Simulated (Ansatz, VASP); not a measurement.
Si7B: VASP beside Ansatz

```
Si B
1.0
     3.70147    0.00000    0.00000
     0.00000    3.70147    0.00000
     0.00000    0.00000   10.66894
Si B
7 1
Direct
  0.00000 0.00000 0.50000
  0.00000 0.50000 0.36564
  0.50000 0.00000 0.63436
  0.00000 0.50000 0.90652
  0.50000 0.00000 0.09348
  0.50000 0.50000 0.76588
  0.50000 0.50000 0.23412
  0.00000 0.00000 0.00000
```

Alike in both runs: functional PBE; k mesh 8 × 8 × 4; occupations gaussian, width 0.1 eV; no spin polarisation.

Ansatz relaxed the structure, and its values are those at the end. VASP's run is a single point on that final structure, the one shown.

```csv
,VASP,Ansatz
version,VASP 6.6.1,Ansatz 0.2.0
potentials or method,"VASP PAW PBE potentials, release 64 (Si, B), cutoff 520 eV","scalar-relativistic, plane waves, PAW"
valence electrons in the cell,31,31
```

|  | VASP | Ansatz | Ansatz less VASP |
| --- | --- | --- | --- |
| gap on the k mesh at the Fermi level (eV) | none | none | - |
| pressure (GPa) | -0.1 | 0.0 | +0.08 |
| rms of the force components (eV/Å) | 0.005 | 0.001 | -0.0031 |

A gap of «none» marks a metal or a gap that the smearing closes.
